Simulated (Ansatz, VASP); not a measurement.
## One calculation of CoO, two programs

File INCAR:

```
SYSTEM = CoO
  PREC = Accurate
  ENCUT = 520
  EDIFF = 1E-6
  ISMEAR = -1
  SIGMA = 0.05
  LREAL = .FALSE.
  LASPH = .TRUE.
  NELM = 100
  ALGO = Fast
  ISIF = 2
  LWAVE = .FALSE.
  LCHARG = .FALSE.
  GGA = PE
```

The input KPOINTS:

```
Automatic mesh
0
G
  8 8 8
  0 0 0
```

POSCAR

```
CoO
1.0
   -1.4142300000      2.4495100000      2.7217200000
    2.8284500000      0.0000000000      2.7217200000
    1.4142200000      2.4495100000      0.0000000000
Co O
2 2
Direct
    0.2500000000      0.2500000000      0.7500000000
    0.7500000000      0.7500000000      0.2500000000
    0.8333300000      0.1666700000      0.5000000000
    0.3333300000      0.6666700000      0.0000000000
```

input.yaml

```yaml
crystal:
  lattice:
    - [-1.41423, 2.44951, 2.72172]
    - [2.82845, 0.0, 2.72172]
    - [1.41422, 2.44951, 0.0]
  atoms:
    - { symbol: Co, position: [0.25, 0.25, 0.75] }
    - { symbol: Co, position: [0.75, 0.75, 0.25] }
    - { symbol: O, position: [0.83333, 0.16667, 0.5] }
    - { symbol: O, position: [0.33333, 0.66667, 0.0] }
hamiltonian:
  xc: pbe
  pseudopotentials: { kind: paw }
kpoints:
  mp_grid: { grid: [8, 8, 8] }
scf:
  occupations: { method: fermi_dirac, width: 0.05 }
output:
  forces: true
  stress: true
  eigenvalues: true
```

Alike in both runs: task single point; functional PBE; k mesh 8 × 8 × 8; occupations fermi-dirac, width 0.05 eV; no spin polarisation.

|  | VASP | Ansatz |
| --- | --- | --- |
| version | VASP 6.6.1 | Ansatz 0.2.0 |
| potentials or method | VASP PAW PBE potentials, release 64 (Co, O) | Ansatz PAW |
| plane-wave cutoff (eV) | 520 | 420 |
| valence electrons in the cell | 30 | 46 |

VASP gave:

* gap on the k mesh at the Fermi level (eV): none
* pressure (GPa): -12.4
* traceless stress, the component that is largest in VASP (GPa): -1.18
* rms of the force components (eV/Å): 0.004

Question: What did Ansatz give for the same quantities?

Answer: gap on the k mesh at the Fermi level (eV): none; pressure (GPa): -12.2; traceless stress, the component that is largest in VASP (GPa): -1.00; rms of the force components (eV/Å): 0.004.

Atom by atom the forces differ by 0.000 eV/Å (rms over components). A gap of «none» marks a metal or a gap that the smearing closes. The functional is the same, so the differences come from potentials, cutoffs and numerics. VASP's potentials hold 30 valence electrons a cell and Ansatz's 46, so a difference there can come from the potentials and not from the codes.
